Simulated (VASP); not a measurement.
# AlGa3N4 (P-43m) in VASP: notebook

Runs on AlGa3N4. Level: PBEsol. Tasks: relaxation of the atoms, relaxation of cell and atoms.

All numbers are computed with VASP 6.6.1; they aren't measurements. Logs are shortened: lines on timing, memory, paths and dates and some standing lists are left out, and cuts for length are marked.

### 1 The cell of the first run

It takes space group P-43m (No. 215, cubic). The conventional cell has a = 4.555 Å, b = 4.555 Å, c = 4.555 Å, α = 90.00°, β = 90.00°, γ = 90.00°. Al (site symmetry -43m) has 4 N at 1.93 Å within 2.6 Å. Ga (site symmetry -42m) has 4 N at 1.99 Å within 2.6 Å. Within 2.6 Å of N (site symmetry 3m) lie 1 Al at 1.93 Å and 3 Ga at 1.99 Å.

### 2 Relaxation of the atoms, PBEsol (11.82 Å³/atom)

INCAR reads:

```
ALGO     = Normal         # electronic algorithm
EDIFF    = 1E-6           # SCF threshold, eV
EDIFFG   = -0.01          # ionic threshold
ENCUT    = 520            # plane-wave cutoff, eV
GGA      = PS             # functional
IBRION   = 2              # ionic algorithm
ISIF     = 2              # what is computed and relaxed
ISMEAR   = 0              # smearing method
LASPH    = True           # aspherical terms in the spheres
LCHARG   = False          # write CHGCAR
LREAL    = False          # projectors in reciprocal space
LWAVE    = False          # write WAVECAR
NELM     = 60             # most SCF steps
NSW      = 50             # ionic steps
PREC     = Accurate       # precision mode
SIGMA    = 0.02           # smearing width, eV
```

KPOINTS reads:

```
k-points
0
Gamma
  6 6 6
```

POSCAR reads:

```
AlGa3N4
1.0
    4.5552507073      0.0000000000      0.0000000000
    0.0000000000      4.5552507073      0.0000000000
    0.0000000000      0.0000000000      4.5552507073
Al Ga N
1 3 4
Direct
    0.0000000000      0.0000000000      0.0000000000
    0.5000000000      0.5000000000      0.0000000000
    0.5000000000      0.0000000000      0.5000000000
    0.0000000000      0.5000000000      0.5000000000
    0.7550309220      0.7550309220      0.2449690780
    0.7550309220      0.2449690780      0.7550309220
    0.2449690780      0.7550309220      0.7550309220
    0.2449690780      0.2449690780      0.2449690780
```

Potentials or basis: VASP PAW PBE potentials, release 64 (Al, Ga_d, N).

Run with:

```console
$ cat potpaw_PBE.64/Al/POTCAR potpaw_PBE.64/Ga_d/POTCAR potpaw_PBE.64/N/POTCAR > POTCAR
$ mpirun -np 1 vasp_std > vasp.out
```

OUTCAR:

```text
EDIFF = 1E-6
   EDIFFG = -0.01
   ENCUT = 520
   GGA = PS
   IBRION = 2
   ISIF = 2
   ISMEAR = 0
   LASPH = True
   LREAL = False
   NELM = 60
   NSW = 50
   PREC = Accurate

 ion  position               nearest neighbor table
   1  0.000  0.000  0.000-   5 1.93   6 1.93   7 1.93   8 1.93
   2  0.500  0.500  0.000-   5 1.99   6 1.99   7 1.99   8 1.99
   3  0.500  0.000  0.500-   5 1.99   6 1.99   7 1.99   8 1.99
   4  0.000  0.500  0.500-   5 1.99   6 1.99   7 1.99   8 1.99
   5  0.755  0.755  0.245-   1 1.93   2 1.99   3 1.99   4 1.99
   6  0.755  0.245  0.755-   1 1.93   2 1.99   3 1.99   4 1.99
   7  0.245  0.755  0.755-   1 1.93   2 1.99   3 1.99   4 1.99
   8  0.245  0.245  0.245-   1 1.93   2 1.99   3 1.99   4 1.99

  LATTYP: Found a simple cubic cell.
 ALAT       =     4.5552507073

  Lattice vectors:

 A1 = (   4.5552507073,   0.0000000000,   0.0000000000)
 A2 = (   0.0000000000,   4.5552507073,   0.0000000000)
 A3 = (   0.0000000000,   0.0000000000,   4.5552507073)

Analysis of symmetry for initial positions (statically):
=====================================================================
 Subroutine PRICEL returns:
 Original cell was already a primitive cell.

 Routine SETGRP: Setting up the symmetry group for a
 simple cubic supercell.

 Subroutine GETGRP returns: Found 24 space group operations
 (whereof 24 operations were pure point group operations)
 out of a pool of 48 trial point group operations.

The static configuration has the point symmetry T_d .

Analysis of symmetry for dynamics (positions and initial velocities):
=====================================================================
 Subroutine PRICEL returns:
 Original cell was already a primitive cell.

 Routine SETGRP: Setting up the symmetry group for a
 simple cubic supercell.

 Subroutine GETGRP returns: Found 24 space group operations
 (whereof 24 operations were pure point group operations)
 out of a pool of 48 trial point group operations.

The dynamic configuration has the point symmetry T_d .

 Subroutine INISYM returns: Found 24 space group operations
 (whereof 24 operations are pure point group operations),
 and found     1 'primitive' translations

----------------------------------------------------------------------------------------

                                     Primitive cell

  volume of cell :      94.5229

  direct lattice vectors                    reciprocal lattice vectors
     4.555250707  0.000000000  0.000000000     0.219526885  0.000000000  0.000000000
     0.000000000  4.555250707  0.000000000     0.000000000  0.219526885  0.000000000
     0.000000000  0.000000000  4.555250707     0.000000000  0.000000000  0.219526885

  length of vectors
     4.555250707  4.555250707  4.555250707     0.219526885  0.219526885  0.219526885

  position of ions in fractional coordinates (direct lattice)
     0.000000000  0.000000000  0.000000000
     0.500000000  0.500000000  0.000000000
     0.500000000  0.000000000  0.500000000
     0.000000000  0.500000000  0.500000000
     0.755030922  0.755030922  0.244969078
     0.755030922  0.244969078  0.755030922
     0.244969078  0.755030922  0.755030922
     0.244969078  0.244969078  0.244969078

  ion indices of the primitive-cell ions
   primitive index   ion index
                 1           1
                 2           2
                 3           3
                 4           4
                 5           5
                 6           6
                 7           7
                 8           8

----------------------------------------------------------------------------------------

 KPOINTS: k-points

Automatic generation of k-mesh.
 Grid dimensions read from file:
 generate k-points for:    6    6    6

 Generating k-lattice:

  Cartesian coordinates                     Fractional coordinates (reciprocal lattice)
     0.036587814  0.000000000  0.000000000     0.166666667  0.000000000  0.000000000
     0.000000000  0.036587814  0.000000000     0.000000000  0.166666667  0.000000000
     0.000000000  0.000000000  0.036587814     0.000000000  0.000000000  0.166666667

  Length of vectors
     0.036587814  0.036587814  0.036587814

  Shift w.r.t. Gamma in fractional coordinates (k-lattice)
     0.000000000  0.000000000  0.000000000

 Subroutine IBZKPT returns following result:
 ===========================================

 Found     20 irreducible k-points:

 Following reciprocal coordinates:
            Coordinates               Weight
  0.000000  0.000000  0.000000      1.000000
  0.166667  0.000000  0.000000      6.000000
  0.333333  0.000000  0.000000      6.000000
  0.500000  0.000000  0.000000      3.000000
  0.166667  0.166667  0.000000     12.000000
  0.333333  0.166667  0.000000     24.000000
[... 12 lines left out ...]
  0.500000  0.500000  0.333333      6.000000
  0.500000  0.500000  0.500000      1.000000
   k-points           NKPTS =     20   k-points in BZ     NKDIM =     20   number of bands    NBANDS=     37
   number of dos      NEDOS =    301   number of ions     NIONS =      8
   total plane-waves  NPLWV =  46656
   dimension x,y,z NGX =    36 NGY =   36 NGZ =   36
   dimension x,y,z NGXF=    72 NGYF=   72 NGZF=   72
   ions per type =               1   3   4
   NGX,Y,Z   is equivalent  to a cutoff of  13.14, 13.14, 13.14 a.u.
   NGXF,Y,Z  is equivalent  to a cutoff of  26.28, 26.28, 26.28 a.u.
 SYSTEM =  unknown system
   PREC   = accura    normal or accurate (medium, high low for compatibility)
   ISTART =      0    job   : 0-new  1-cont  2-samecut
   ICHARG =      2    charge: 1-file 2-atom 10-const
   ISPIN  =      1    spin polarized calculation?
   LNONCOLLINEAR =      F non collinear calculations
   LSORBIT =      F    spin-orbit coupling
   LASPH  =      T    aspherical Exc in radial PAW
   ENCUT  =  520.0 eV  38.22 Ry    6.18 a.u.   8.47  8.47  8.47*2*pi/ulx,y,z
   NELM   =     60;   NELMIN=  2; NELMDL= -5     # of ELM steps
   EDIFF  = 0.1E-05   stopping-criterion for ELM
   LREAL  =      F    real-space projection
   EDIFFG = -.1E-01   stopping-criterion for IOM
   NSW    =     50    number of steps for IOM
   IBRION =      2    ionic relax: 0-MD 1-quasi-New 2-CG
   NFREE  =      1    steps in history (QN), initial steepest desc. (CG)
   ISIF   =      2    stress and relaxation
   ISYM   =      2    0-nonsym 1-usesym 2-fastsym
   POTIM  = 0.5000    time-step for ionic-motion
   TEBEG  =    0.0;   TEEND  =   0.0 temperature during run
   PSTRESS=    0.0 pullay stress
   NELECT =      62.0000    total number of electrons
   NUPDOWN=      -1.0000    fix difference up-down
   EMIN   =  10.00;   EMAX   =-10.00  energy-range for DOS
   EFERMI =   0.00;   METHOD = LEGACY
   ISMEAR =     0;   SIGMA  =   0.02  broadening in eV -4-tet -1-fermi 0-gaus
   EFERMI_NEDOS =   21; number of points for ismear=-14 and -15
   IALGO  =     38    algorithm
   IMIX   =      4    mixing-type and parameters
     AMIX     =   0.40;   BMIX     =  1.00
     AMIX_MAG =   1.60;   BMIX_MAG =  1.00
  volume/ion in A,a.u.               =      11.82        79.73
  Fermi-wavevector in a.u.,A,eV,Ry     =   1.422415  2.687975 27.528199  2.023266
  Thomas-Fermi vector in A             =   2.543122
   LORBIT       =      0    0 simple, 1 ext, 2 COOP (PROOUT), +10 PAW based schemes
   GGA     = PS    functional components
   LHFCALC =     F    Hartree Fock is set to
   AEXX    =    0.0000 exact exchange contribution
   IVDW    =     0    specifies the selected vdW correction
   LEPSILON=     F    determine dielectric tensor
   LRPA    =     F    only Hartree local field effects (RPA)
 conjugate gradient relaxation of ions
 non-spin polarized calculation
 Gauss-broadening in eV      SIGMA  =   0.02
  energy-cutoff  :      520.00
  volume of cell :       94.52
 maximum number of plane-waves:      2562
 NGX is ok and might be reduce to    36
   NGX = 17   NGY = 17   NGZ = 17

 number of electron      62.0000053 magnetization

 Free energy of the ion-electron system (eV)
  ---------------------------------------------------
  ext. energy  EPLUGINS =         0.00000000
  ---------------------------------------------------
  free energy    TOTEN  =       -54.79241658 eV

  energy without entropy =      -54.79241658  energy(sigma->0) =      -54.79241658

 E-fermi :   4.8275     XC(G=0): -11.4471

 val. band max:        4.7234082420   @ k =   0.0000   0.0000   0.0000
 cond. band min:       6.6317503746   @ k =   0.0000   0.0000   0.0000
 fundamental gap:      1.9083421326
 Fermi energy:         4.8275195191

 k-point     1 :       0.0000    0.0000    0.0000
  band No.  band energies     occupation
      1     -10.5181      2.00000
      2      -9.4693      2.00000
      3      -9.4693      2.00000
      4      -9.4693      2.00000
      5      -8.3784      2.00000
      6      -8.3670      2.00000
[... 29 lines left out ...]
     36      10.8275      0.00000
     37      10.8275      0.00000

 k-point     2 :       0.1667    0.0000    0.0000
  band No.  band energies     occupation
      1     -10.4171      2.00000
      2      -9.4935      2.00000
      3      -9.4703      2.00000
      4      -9.4703      2.00000
      5      -8.3751      2.00000
      6      -8.3644      2.00000
[... 29 lines left out ...]
     36      11.0267      0.00000
     37      11.2778      0.00000

 k-point     3 :       0.3333    0.0000    0.0000
  band No.  band energies     occupation
      1     -10.1522      2.00000
      2      -9.5874      2.00000
      3      -9.4721      2.00000
      4      -9.4721      2.00000
      5      -8.3521      2.00000
      6      -8.3521      2.00000
[... 29 lines left out ...]
     36      11.4483      0.00000
     37      12.2390      0.00000

 k-point     4 :       0.5000    0.0000    0.0000
  band No.  band energies     occupation
      1      -9.9016      2.00000
      2      -9.7418      2.00000
      3      -9.4732      2.00000
      4      -9.4732      2.00000
      5      -8.3272      2.00000
      6      -8.3272      2.00000
[... 29 lines left out ...]
     36      11.9613      0.00000
     37      12.0685      0.00000
[... 523 lines left out ...]
      1      -9.7645      2.00000
      2      -9.5987      2.00000
      3      -9.5633      2.00000
      4      -9.5334      2.00000
      5      -8.3754      2.00000
      6      -8.3667      2.00000
[... 29 lines left out ...]
     36      12.1407      0.00000
     37      12.3365      0.00000

 k-point    19 :       0.5000    0.5000    0.3333
  band No.  band energies     occupation
      1      -9.7563      2.00000
      2      -9.5706      2.00000
      3      -9.5706      2.00000
      4      -9.5613      2.00000
      5      -8.3715      2.00000
      6      -8.3715      2.00000
[... 29 lines left out ...]
     36      12.7345      0.00000
     37      12.9839      0.00000

 k-point    20 :       0.5000    0.5000    0.5000
  band No.  band energies     occupation
      1      -9.7632      2.00000
      2      -9.5690      2.00000
      3      -9.5690      2.00000
      4      -9.5690      2.00000
      5      -8.3752      2.00000
      6      -8.3752      2.00000
[... 29 lines left out ...]
     36      13.3304      0.00000
     37      13.3305      0.00000

------------------------ aborting loop because EDIFF is reached ----------------------------------------

  FORCE on cell =-STRESS in cart. coord.  units (eV):
  Direction    XX          YY          ZZ          XY          YZ          ZX
  --------------------------------------------------------------------------------------
  -------------------------------------------------------------------------------------
  Total       -5.8992595     -5.8992595     -5.8992595      0.0000000     -0.0000000      0.0000000
  in kB      -99.9933765    -99.9933765    -99.9933765      0.0000000     -0.0000000      0.0000000
  external PRESSURE =     -99.9933765 kB  Pullay stress =       0.0000000 kB

 VOLUME and BASIS-vectors are now :
 -----------------------------------------------------------------------------
  energy-cutoff  :      520.00
  volume of cell :       94.52
      direct lattice vectors                 reciprocal lattice vectors
     4.555250707  0.000000000  0.000000000     0.219526885  0.000000000  0.000000000
     0.000000000  4.555250707  0.000000000     0.000000000  0.219526885  0.000000000
     0.000000000  0.000000000  4.555250707     0.000000000  0.000000000  0.219526885

 POSITION                                       TOTAL-FORCE (eV/Angst)
 -----------------------------------------------------------------------------------
      0.00000      0.00000      0.00000        -0.000000      0.000000     -0.000000
      2.27763      2.27763      0.00000        -0.000000     -0.000000     -0.000000
      2.27763      0.00000      2.27763        -0.000000      0.000000     -0.000000
      0.00000      2.27763      2.27763        -0.000000      0.000000     -0.000000
      3.43936      3.43936      1.11590        -0.003306     -0.003306      0.003306
      3.43936      1.11590      3.43936        -0.003306      0.003306     -0.003306
      1.11590      3.43936      3.43936         0.003306     -0.003306     -0.003306
      1.11590      1.11590      1.11590         0.003306      0.003306      0.003306
 -----------------------------------------------------------------------------------
    total drift:                               -0.000000     -0.000000     -0.000000

  FREE ENERGIE OF THE ION-ELECTRON SYSTEM (eV)
  ---------------------------------------------------
  free  energy   TOTEN  =       -54.7924165788 eV

  energy  without entropy=      -54.7924165788  energy(sigma->0) =      -54.79241658

 reached required accuracy - stopping structural energy minimisation
```

Wall time 2.1 min (1 thread of AMD EPYC 7R13, shared host); peak memory 0.2 GiB.

Results:

```
Free energy                  : -54.7924 eV
Pressure after relaxing      : -10.0 GPa
Largest force after relaxing : 0.006 eV/Å
Band gap on the k mesh       : 1.91 eV
```

Forces in eV/Å, atoms in the order of the input:
```
Al   0.000  0.000  0.000
Ga   0.000  0.000  0.000
Ga   0.000  0.000  0.000
Ga   0.000  0.000  0.000
N   -0.003 -0.003  0.003
N   -0.003  0.003 -0.003
N    0.003 -0.003 -0.003
N    0.003  0.003  0.003
```

Final structure:
```
Al Ga N
1.0
     4.55525    0.00000    0.00000
     0.00000    4.55525    0.00000
     0.00000    0.00000    4.55525
Al Ga N
1 3 4
Direct
  0.00000 0.00000 0.00000
  0.50000 0.50000 0.00000
  0.50000 0.00000 0.50000
  0.00000 0.50000 0.50000
  0.75503 0.75503 0.24497
  0.75503 0.24497 0.75503
  0.24497 0.75503 0.75503
  0.24497 0.24497 0.24497
```

Levels at points of the mesh, in eV from the valence-band top:
| k point | band 27 | band 28 | band 29 | band 30 | band 31 | band 32 | band 33 | band 34 | band 35 | band 36 |
| --- | --- | --- | --- | --- | --- | --- | --- | --- | --- | --- |
| (0.00, 0.00, 0.00) | -2.32 | -2.32 | 0.00 | 0.00 | 0.00 | 1.91 | 3.30 | 3.30 | 3.30 | 6.10 |
| (0.50, 0.00, 0.00) | -2.83 | -1.39 | -1.39 | -1.13 | -1.13 | 4.60 | 4.69 | 6.01 | 6.01 | 7.24 |
| (0.50, 0.50, 0.00) | -2.88 | -0.92 | -0.89 | -0.89 | -0.59 | 6.20 | 6.34 | 6.34 | 7.06 | 7.09 |
| (0.50, 0.50, 0.50) | -0.70 | -0.70 | -0.65 | -0.65 | -0.65 | 4.50 | 4.50 | 4.50 | 5.79 | 8.61 |

Caveat: the relaxation stopped at its first step, so nothing moved; the PAW data sets were made with another functional, which shifts forces and pressure a little.

### 3 Relaxation of cell and atoms, PBEsol

This run uses another cell than the first one, of 11.18 Å³/atom.

INCAR reads:

```
SYSTEM = AlGa3N4
  PREC = Accurate
  ENCUT = 600
  EDIFF = 1E-6
  ISMEAR = 0
  SIGMA = 0.02
  LREAL = .FALSE.
  LASPH = .TRUE.
  NELM = 80
  ALGO = Normal
  ISIF = 3
  LWAVE = .FALSE.
  LCHARG = .FALSE.
  GGA = PS
  IBRION = 2
  NSW = 100
  EDIFFG = -0.005
```

KPOINTS reads:

```
regular mesh
0
G
  6 6 6
  0 0 0
```

POSCAR reads:

```
AlGa3N4
1.0
    4.4716853600      0.0000000000      0.0000000000
    0.0000000000      4.4716853600      0.0000000000
    0.0000000000      0.0000000000      4.4716853600
Al Ga N
1 3 4
Direct
    0.0000000000      0.0000000000      0.0000000000
    0.5000000000      0.5000000000      0.0000000000
    0.5000000000      0.0000000000      0.5000000000
    0.0000000000      0.5000000000      0.5000000000
    0.7557144200      0.7557144200      0.2442855800
    0.7557144200      0.2442855800      0.7557144200
    0.2442855800      0.7557144200      0.7557144200
    0.2442855800      0.2442855800      0.2442855800
```

Potentials or basis: VASP PAW PBE potentials, release 64 (Al, Ga_d, N).

Run with:

```console
$ cat potpaw_PBE.64/Al/POTCAR potpaw_PBE.64/Ga_d/POTCAR potpaw_PBE.64/N/POTCAR > POTCAR
$ mpirun -np 1 vasp_std > vasp.out
```

Wall time 3.4 min (1 thread of Intel Xeon Platinum 8259CL at 2.50GHz (Skylake/Cascade Lake), shared host); peak memory 0.25 GiB.

Results (log left out):

```yaml
Free_energy: -54.9752 eV
Relaxed_volume: 11.13 Å³/atom
Relaxed_cell: a = 4.465 Å, b = 4.465 Å, c = 4.465 Å, α = 90.00°, β = 90.00°, γ = 90.00°
Space_group_after_relaxing_to_0.1_Å: P-43m (No. 215)
Energy_gained_by_relaxing: 0.3 meV/atom
Ionic_steps: 6
Pressure_after_relaxing: 0.0 GPa
Band_gap_on_the_k_mesh: 2.32 eV
```

Step by step:
```csv
step,energy change (eV),largest force (eV/Å),pressure (GPa),volume (Å³)
1,0.0000,0.1404,-0.78,89.42
2,-0.0019,0.0275,0.63,88.71
3,-0.0025,0.0267,0.19,88.94
4,-0.0025,0.0279,0.17,88.95
5,-0.0026,0.0097,-0.07,89.06
6,-0.0026,0.0019,0.05,89.03
```

Final structure:
```
Al Ga N
1.0
     4.46519    0.00000    0.00000
     0.00000    4.46519    0.00000
     0.00000    0.00000    4.46519
Al Ga N
1 3 4
Cartesian
  0.0000 0.0000 0.0000
  2.2326 2.2326 0.0000
  2.2326 0.0000 2.2326
  0.0000 2.2326 2.2326
  3.3712 3.3712 1.0940
  3.3712 1.0940 3.3712
  1.0940 3.3712 3.3712
  1.0940 1.0940 1.0940
```

Levels at points of the mesh, in eV from the valence-band top:
```csv
k point,band 29,band 30,band 31,band 32,band 33,band 34
"(0.00, 0.00, 0.00)",0.00,0.00,0.00,2.32,3.34,3.34
"(0.50, 0.00, 0.00)",-1.49,-1.20,-1.20,4.85,4.95,6.15
"(0.50, 0.50, 0.00)",-0.94,-0.94,-0.63,6.68,6.85,6.85
"(0.50, 0.50, 0.50)",-0.69,-0.69,-0.69,4.94,4.94,4.94
```

Caveat: the PAW data sets were made with another functional, which shifts forces and pressure a little.
